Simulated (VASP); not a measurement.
# BeTe (F-43m) in VASP: further runs

The runs below take BeTe through single point, with PBE.

All numbers are computed with VASP 6.6.1; they aren't measurements. Logs are shortened: lines on timing, memory, paths and dates and some standing lists are left out, and cuts for length are marked.

**1. The cell of the first run**

Symmetry: F-43m, No. 216, cubic system. Conventional cell: a = 5.657 Å, b = 5.657 Å, c = 5.657 Å, α = 90.00°, β = 90.00°, γ = 90.00°. Within 3.2 Å of Be (site symmetry -43m) lie 4 Te at 2.45 Å. Within 3.2 Å of Te (site symmetry -43m) lie 4 Be at 2.45 Å.

**2. Single point, PBE**

INCAR

```
SYSTEM = BeTe
PREC = Accurate
ENCUT = 520
EDIFF = 1E-6
ISMEAR = 0
SIGMA = 0.01
LREAL = .FALSE.
LASPH = .TRUE.
NELM = 60
ALGO = Normal
ISIF = 2
LWAVE = .FALSE.
LCHARG = .FALSE.
GGA = PE
NBANDS = 11
```

KPOINTS

```
Automatic mesh
0
G
  4 4 4
  0 0 0
```

POSCAR

```
BeTe
1.0
    0.0000000000      2.8286236255      2.8286236255
    2.8286236255      0.0000000000      2.8286236255
    2.8286236255      2.8286236255      0.0000000000
Be Te
1 1
Direct
    0.0000000000      0.0000000000      0.0000000000
    0.2500000000      0.2500000000      0.2500000000
```

Potentials or basis: VASP PAW PBE potentials, release 64 (Be, Te).

Command:

```console
$ cat potpaw_PBE.64/Be/POTCAR potpaw_PBE.64/Te/POTCAR > POTCAR
$ mpirun -np 1 vasp_std > vasp.out
```

OUTCAR:

```text
SYSTEM = BeTe
   PREC = Accurate
   ENCUT = 520
   EDIFF = 1E-6
   ISMEAR = 0
   LREAL = .FALSE.
   LASPH = .TRUE.
   NELM = 60
   ISIF = 2
   GGA = PE

 ion  position               nearest neighbor table
   1  0.000  0.000  0.000-   2 2.45   2 2.45   2 2.45   2 2.45
   2  0.250  0.250  0.250-   1 2.45   1 2.45   1 2.45   1 2.45

  LATTYP: Found a face centered cubic cell.
 ALAT       =     5.6572472510

  Lattice vectors:

 A1 = (   0.0000000000,   2.8286236255,   2.8286236255)
 A2 = (   2.8286236255,   0.0000000000,   2.8286236255)
 A3 = (   2.8286236255,   2.8286236255,   0.0000000000)

Analysis of symmetry for initial positions (statically):
=====================================================================
 Subroutine PRICEL returns:
 Original cell was already a primitive cell.

 Routine SETGRP: Setting up the symmetry group for a
 face centered cubic supercell.

 Subroutine GETGRP returns: Found 24 space group operations
 (whereof 24 operations were pure point group operations)
 out of a pool of 48 trial point group operations.

The static configuration has the point symmetry T_d .

Analysis of symmetry for dynamics (positions and initial velocities):
=====================================================================
 Subroutine PRICEL returns:
 Original cell was already a primitive cell.

 Routine SETGRP: Setting up the symmetry group for a
 face centered cubic supercell.

 Subroutine GETGRP returns: Found 24 space group operations
 (whereof 24 operations were pure point group operations)
 out of a pool of 48 trial point group operations.

The dynamic configuration has the point symmetry T_d .

 Subroutine INISYM returns: Found 24 space group operations
 (whereof 24 operations are pure point group operations),
 and found     1 'primitive' translations

----------------------------------------------------------------------------------------

                                     Primitive cell

  volume of cell :      45.2643

  direct lattice vectors                    reciprocal lattice vectors
     0.000000000  2.828623626  2.828623626    -0.176764415  0.176764415  0.176764415
     2.828623626  0.000000000  2.828623626     0.176764415 -0.176764415  0.176764415
     2.828623626  2.828623626  0.000000000     0.176764415  0.176764415 -0.176764415

  length of vectors
     4.000277894  4.000277894  4.000277894     0.306164947  0.306164947  0.306164947

  position of ions in fractional coordinates (direct lattice)
     0.000000000  0.000000000  0.000000000
     0.250000000  0.250000000  0.250000000

  ion indices of the primitive-cell ions
   primitive index   ion index
                 1           1
                 2           2

----------------------------------------------------------------------------------------

 KPOINTS: Automatic mesh

Automatic generation of k-mesh.
 Grid dimensions read from file:
 generate k-points for:    4    4    4

 Generating k-lattice:

  Cartesian coordinates                     Fractional coordinates (reciprocal lattice)
    -0.044191104  0.044191104  0.044191104     0.250000000  0.000000000  0.000000000
     0.044191104 -0.044191104  0.044191104     0.000000000  0.250000000  0.000000000
     0.044191104  0.044191104 -0.044191104     0.000000000  0.000000000  0.250000000

  Length of vectors
     0.076541237  0.076541237  0.076541237

  Shift w.r.t. Gamma in fractional coordinates (k-lattice)
     0.000000000  0.000000000  0.000000000

 Subroutine IBZKPT returns following result:
 ===========================================

 Found      8 irreducible k-points:

 Following reciprocal coordinates:
            Coordinates               Weight
  0.000000  0.000000  0.000000      1.000000
  0.250000  0.000000  0.000000      8.000000
  0.500000  0.000000  0.000000      4.000000
  0.250000  0.250000  0.000000      6.000000
  0.500000  0.250000  0.000000     24.000000
 -0.250000  0.250000  0.000000     12.000000
  0.500000  0.500000  0.000000      3.000000
 -0.250000  0.500000  0.250000      6.000000
   k-points           NKPTS =      8   k-points in BZ     NKDIM =      8   number of bands    NBANDS=     11
   number of dos      NEDOS =    301   number of ions     NIONS =      2
   total plane-waves  NPLWV =  27000
   dimension x,y,z NGX =    30 NGY =   30 NGZ =   30
   dimension x,y,z NGXF=    60 NGYF=   60 NGZF=   60
   ions per type =               1   1
   NGX,Y,Z   is equivalent  to a cutoff of  12.47, 12.47, 12.47 a.u.
   NGXF,Y,Z  is equivalent  to a cutoff of  24.94, 24.94, 24.94 a.u.
 SYSTEM =  BeTe
   PREC   = accura    normal or accurate (medium, high low for compatibility)
   ISTART =      0    job   : 0-new  1-cont  2-samecut
   ICHARG =      2    charge: 1-file 2-atom 10-const
   ISPIN  =      1    spin polarized calculation?
   LNONCOLLINEAR =      F non collinear calculations
   LSORBIT =      F    spin-orbit coupling
   LASPH  =      T    aspherical Exc in radial PAW
   ENCUT  =  520.0 eV  38.22 Ry    6.18 a.u.   7.44  7.44  7.44*2*pi/ulx,y,z
   NELM   =     60;   NELMIN=  2; NELMDL= -5     # of ELM steps
   EDIFF  = 0.1E-05   stopping-criterion for ELM
   LREAL  =      F    real-space projection
   EDIFFG = 0.1E-04   stopping-criterion for IOM
   NSW    =      0    number of steps for IOM
   IBRION =     -1    ionic relax: 0-MD 1-quasi-New 2-CG
   NFREE  =      0    steps in history (QN), initial steepest desc. (CG)
   ISIF   =      2    stress and relaxation
   ISYM   =      2    0-nonsym 1-usesym 2-fastsym
   POTIM  = 0.5000    time-step for ionic-motion
   TEBEG  =    0.0;   TEEND  =   0.0 temperature during run
   PSTRESS=    0.0 pullay stress
   NELECT =       8.0000    total number of electrons
   NUPDOWN=      -1.0000    fix difference up-down
   EMIN   =  10.00;   EMAX   =-10.00  energy-range for DOS
   EFERMI =   0.00;   METHOD = LEGACY
   ISMEAR =     0;   SIGMA  =   0.01  broadening in eV -4-tet -1-fermi 0-gaus
   EFERMI_NEDOS =   21; number of points for ismear=-14 and -15
   IALGO  =     38    algorithm
   IMIX   =      4    mixing-type and parameters
     AMIX     =   0.40;   BMIX     =  1.00
     AMIX_MAG =   1.60;   BMIX_MAG =  1.00
  volume/ion in A,a.u.               =      22.63       152.73
  Fermi-wavevector in a.u.,A,eV,Ry     =   0.918727  1.736142 11.484116  0.844059
  Thomas-Fermi vector in A             =   2.043841
   LORBIT       =      0    0 simple, 1 ext, 2 COOP (PROOUT), +10 PAW based schemes
   GGA     = PE    functional components
   LHFCALC =     F    Hartree Fock is set to
   AEXX    =    0.0000 exact exchange contribution
   IVDW    =     0    specifies the selected vdW correction
   LEPSILON=     F    determine dielectric tensor
   LRPA    =     F    only Hartree local field effects (RPA)
 non-spin polarized calculation
 Gauss-broadening in eV      SIGMA  =   0.01
  energy-cutoff  :      520.00
  volume of cell :       45.26
 maximum number of plane-waves:      1243
 NGX is ok and might be reduce to    30
   NGX = 15   NGY = 15   NGZ = 15

 number of electron       8.0000000 magnetization

 Free energy of the ion-electron system (eV)
  ---------------------------------------------------
  ext. energy  EPLUGINS =         0.00000000
  ---------------------------------------------------
  free energy    TOTEN  =        -7.54720715 eV

  energy without entropy =       -7.54720715  energy(sigma->0) =       -7.54720715

 E-fermi :   5.0867     XC(G=0):  -8.9893

 val. band max:        4.9691444205   @ k =   0.0000   0.0000   0.0000
 cond. band min:       6.9658288844   @ k =   0.5000   0.5000   0.0000
 fundamental gap:      1.9966844639
 Fermi energy:         5.0866544815

 k-point     1 :       0.0000    0.0000    0.0000
  band No.  band energies     occupation
      1      -7.2384      2.00000
      2       4.9691      2.00000
      3       4.9691      2.00000
      4       4.9691      2.00000
      5       8.5773      0.00000
      6       8.5773      0.00000
      7       8.5773      0.00000
      8       8.6914      0.00000
      9      13.2604      0.00000
     10      15.1753      0.00000
     11      15.1753      0.00000

 k-point     2 :       0.2500    0.0000    0.0000
  band No.  band energies     occupation
      1      -6.6939      2.00000
      2       1.6914      2.00000
      3       4.3078      2.00000
      4       4.3078      2.00000
      5       8.2455      0.00000
      6       9.4403      0.00000
      7       9.4403      0.00000
      8      11.9268      0.00000
      9      13.9878      0.00000
     10      13.9878      0.00000
     11      14.0016      0.00000

 k-point     3 :       0.5000    0.0000    0.0000
  band No.  band energies     occupation
      1      -5.9240      2.00000
      2      -0.4935      2.00000
      3       3.8563      2.00000
      4       3.8563      2.00000
      5       8.0023      0.00000
      6       9.5530      0.00000
      7       9.5530      0.00000
      8      12.7852      0.00000
      9      15.8436      0.00000
     10      16.4130      0.00000
     11      16.4130      0.00000

 k-point     4 :       0.2500    0.2500    0.0000
  band No.  band energies     occupation
      1      -6.5083      2.00000
      2       2.0956      2.00000
      3       3.3195      2.00000
      4       3.3195      2.00000
      5       7.5816      0.00000
      6       9.3491      0.00000
      7      11.3664      0.00000
      8      11.3664      0.00000
      9      13.5370      0.00000
     10      15.6974      0.00000
     11      16.1420      0.00000

 k-point     5 :       0.5000    0.2500    0.0000
  band No.  band energies     occupation
      1      -5.7167      2.00000
      2       0.1854      2.00000
      3       2.0265      2.00000
      4       2.9856      2.00000
      5       7.9372      0.00000
      6      10.4755      0.00000
      7      11.4342      0.00000
      8      11.7746      0.00000
      9      15.2741      0.00000
     10      16.6824      0.00000
     11      17.2527      0.00000

 k-point     6 :      -0.2500    0.2500    0.0000
  band No.  band energies     occupation
      1      -5.9929      2.00000
      2       0.6670      2.00000
      3       1.8519      2.00000
      4       3.7841      2.00000
      5       8.7076      0.00000
      6      10.4674      0.00000
      7      11.0931      0.00000
      8      11.5476      0.00000
      9      13.3643      0.00000
     10      14.7824      0.00000
     11      17.2676      0.00000

 k-point     7 :       0.5000    0.5000    0.0000
  band No.  band energies     occupation
      1      -5.4436      2.00000
      2      -0.0819      2.00000
      3       2.3692      2.00000
      4       2.3692      2.00000
      5       6.9658      0.00000
      6       7.6437      0.00000
      7      14.5812      0.00000
      8      14.5812      0.00000
      9      16.4280      0.00000
     10      17.8380      0.00000
     11      18.3256      0.00000

 k-point     8 :      -0.2500    0.5000    0.2500
  band No.  band energies     occupation
      1      -5.4114      2.00000
      2       0.4346      2.00000
      3       1.3412      2.00000
      4       1.8203      2.00000
      5      10.2431      0.00000
      6      10.4854      0.00000
      7      10.5164      0.00000
      8      11.0846      0.00000
      9      15.7800      0.00000
     10      16.5807      0.00000
     11      17.7245      0.00000

------------------------ aborting loop because EDIFF is reached ----------------------------------------

  FORCE on cell =-STRESS in cart. coord.  units (eV):
  Direction    XX          YY          ZZ          XY          YZ          ZX
  --------------------------------------------------------------------------------------
  -------------------------------------------------------------------------------------
  Total        0.2181409      0.2181409      0.2181409      0.0000000      0.0000000     -0.0000000
  in kB        7.7213300      7.7213300      7.7213300      0.0000000      0.0000000     -0.0000000
  external PRESSURE =       7.7213300 kB  Pullay stress =       0.0000000 kB

 VOLUME and BASIS-vectors are now :
 -----------------------------------------------------------------------------
  energy-cutoff  :      520.00
  volume of cell :       45.26
      direct lattice vectors                 reciprocal lattice vectors
     0.000000000  2.828623626  2.828623626    -0.176764415  0.176764415  0.176764415
     2.828623626  0.000000000  2.828623626     0.176764415 -0.176764415  0.176764415
     2.828623626  2.828623626  0.000000000     0.176764415  0.176764415 -0.176764415

 POSITION                                       TOTAL-FORCE (eV/Angst)
 -----------------------------------------------------------------------------------
      0.00000      0.00000      0.00000         0.000000      0.000000      0.000000
      1.41431      1.41431      1.41431        -0.000000     -0.000000     -0.000000
 -----------------------------------------------------------------------------------
    total drift:                                0.000000      0.000000      0.000000

  FREE ENERGIE OF THE ION-ELECTRON SYSTEM (eV)
  ---------------------------------------------------
  free  energy   TOTEN  =        -7.5472071453 eV

  energy  without entropy=       -7.5472071453  energy(sigma->0) =       -7.54720715
```

Wall time 3.3 s (1 thread of Intel Xeon 6975P-C (Granite Rapids), shared host); peak memory 0.16 GiB.

Results:

* Free energy: -7.5472 eV
* Pressure: 0.8 GPa
* Band gap on the k mesh: 2.00 eV (least direct gap 3.61 eV)

Caveat: the k points lie up to 0.48 Å⁻¹ apart; spin-orbit coupling is left out, which moves the levels of the heavy elements.

**3. Single point, PBE (strain -4.0%)**

INCAR

```
ALGO = Normal ; EDIFF = 1E-7
ENCUT = 520 ; GGA = PE
ISIF = 2 ; ISMEAR = 0
LASPH = T ; LCHARG = F
LREAL = F ; LWAVE = F
NBANDS = 11 ; NELM = 100
PREC = Accurate ; SIGMA = 0.01
```

KPOINTS

```
k-points
0
Gamma
  4 4 4
```

POSCAR

```
BeTe
1.0
    0.0000000000      2.7154786804      2.7154786804
    2.7154786804      0.0000000000      2.7154786804
    2.7154786804      2.7154786804      0.0000000000
Be Te
1 1
Direct
    0.0000000000      0.0000000000      0.0000000000
    0.2500000000      0.2500000000      0.2500000000
```

Potentials or basis: VASP PAW PBE potentials, release 64 (Be, Te).

Command:

```console
$ cat potpaw_PBE.64/Be/POTCAR potpaw_PBE.64/Te/POTCAR > POTCAR
$ mpirun -np 1 vasp_std > vasp.out
```

Run time: 3.7 s. Hardware: 1 thread of Intel Xeon 6975P-C (Granite Rapids), shared host; peak memory 0.16 GiB.

It converged, with:

- Free energy: -7.3867 eV
- Pressure: 10.0 GPa
- Band gap on the k mesh: 1.67 eV (least direct gap 3.49 eV)

Levels at points of the mesh, in eV from the valence-band top:
| k point | band 1 | band 2 | band 3 | band 4 | band 5 | band 6 | band 7 | band 8 | band 9 |
| --- | --- | --- | --- | --- | --- | --- | --- | --- | --- |
| (0.00, 0.00, 0.00) | -13.07 | 0.00 | 0.00 | 0.00 | 3.49 | 3.49 | 3.49 | 4.66 | 8.45 |
| (0.50, 0.00, 0.00) | -11.43 | -6.29 | -1.33 | -1.33 | 3.37 | 4.51 | 4.51 | 7.73 | 11.43 |
| (0.50, 0.50, 0.00) | -10.82 | -5.74 | -3.09 | -3.09 | 1.67 | 2.48 | 10.40 | 10.40 | 12.18 |

Caveat: the k points lie up to 0.50 Å⁻¹ apart; the cell differs from its parent crystal (strain -4.0%); spin-orbit coupling is left out, which moves the levels of the heavy elements.
